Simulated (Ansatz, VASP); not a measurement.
# Two plane-wave programs on Ta2N

Contents of INCAR:

```
SYSTEM = Ta2N
PREC     = Accurate       ! precision mode
ENCUT    = 520            ! plane-wave cutoff, eV
EDIFF    = 1E-7           ! SCF threshold, eV
ISMEAR   = 0              ! smearing method
SIGMA    = 0.15           ! smearing width, eV
LREAL    = .False.        ! projectors in reciprocal space
LASPH    = .True.         ! aspherical terms in the spheres
NELM     = 80             ! most SCF steps
ALGO     = Normal         ! electronic algorithm
ISIF     = 2              ! what is computed and relaxed
LWAVE    = .False.        ! write WAVECAR
LCHARG   = .False.        ! write CHGCAR
GGA      = CA             ! functional
NBANDS   = 50             ! bands
```

Contents of KPOINTS:

```
regular mesh
0
Gamma
  9 9 8
  0 0 0
```

Contents of POSCAR:

```
Ta2N
1.0
    5.1282710815      0.0000000000      0.0000000000
   -2.5641355407      4.4412130340      0.0000000000
    0.0000000000      0.0000000000      5.0769883706
Ta N
6 3
Direct
    0.6669289619      0.6669289619      0.7526041962
    0.0000000000      0.3330710381      0.7526041962
    0.3330710381      0.0000000000      0.7526041962
    0.3330710381      0.3330710381      0.2473958038
    0.0000000000      0.6669289619      0.2473958038
    0.6669289619      0.0000000000      0.2473958038
    0.6666666667      0.3333333333      0.5000000000
    0.3333333333      0.6666666667      0.5000000000
    0.0000000000      0.0000000000      0.0000000000
```

Input for Ansatz:

```yaml
crystal:
  lattice:
    - [5.1282710815, 0.0, 0.0]
    - [-2.5641355407, 4.441213034, 0.0]
    - [0.0, 0.0, 5.0769883706]
  atoms:
    - { symbol: Ta, position: [0.6669289619, 0.6669289619, 0.7526041962] }
    - { symbol: Ta, position: [0.0, 0.3330710381, 0.7526041962] }
    - { symbol: Ta, position: [0.3330710381, 0.0, 0.7526041962] }
    - { symbol: Ta, position: [0.3330710381, 0.3330710381, 0.2473958038] }
    - { symbol: Ta, position: [0.0, 0.6669289619, 0.2473958038] }
    - { symbol: Ta, position: [0.6669289619, 0.0, 0.2473958038] }
    - { symbol: "N", position: [0.6666666667, 0.3333333333, 0.5] }
    - { symbol: "N", position: [0.3333333333, 0.6666666667, 0.5] }
    - { symbol: "N", position: [0.0, 0.0, 0.0] }
basis:
  ecutwfc: 520.0
kpoints:
  mp_grid: { grid: [9, 9, 8] }
hamiltonian:
  xc: lda
  pseudopotentials: { kind: paw, azcp: { folder: soft_1 } }
scf:
  occupations: { method: gaussian, width: 0.15 }
output:
  forces: true
  stress: true
  eigenvalues: true
```

Alike in both runs: task single point; functional LDA; k mesh 9 × 9 × 8; occupations gaussian, width 0.15 eV; no spin polarisation.

|  | VASP | Ansatz |
| --- | --- | --- |
| version | VASP 6.6.1 | Ansatz 0.2.0 |
| potentials or method | VASP PAW LDA potentials, release 64 (Ta_pv, N), cutoff 520 eV | scalar-relativistic, plane waves, PAW |
| valence electrons in the cell | 81 | 93 |

Ansatz gave:

```
gap on the k mesh at the Fermi level (eV)                     : none
pressure (GPa)                                                : 0.1
traceless stress, the component that is largest in VASP (GPa) : -10.38
rms of the force components (eV/Å)                            : 0.053
```

Q: What did VASP give for the same quantities?

A: gap on the k mesh at the Fermi level (eV): none; pressure (GPa): 1.7; traceless stress, the component that is largest in VASP (GPa): -10.36; rms of the force components (eV/Å): 0.058.

Ansatz warns that its potentials were made for another functional, while VASP's fit it. LDA's correlation is that of Perdew and Zunger in VASP and of Perdew and Wang (1992) in Ansatz. Atom by atom the forces differ by 0.008 eV/Å (rms over components). A gap of «none» marks a metal or a gap that the smearing closes. VASP's potentials hold 81 valence electrons a cell and Ansatz's 93, so a difference there can come from the potentials and not from the codes.

Neither program's run includes spin-orbit coupling.
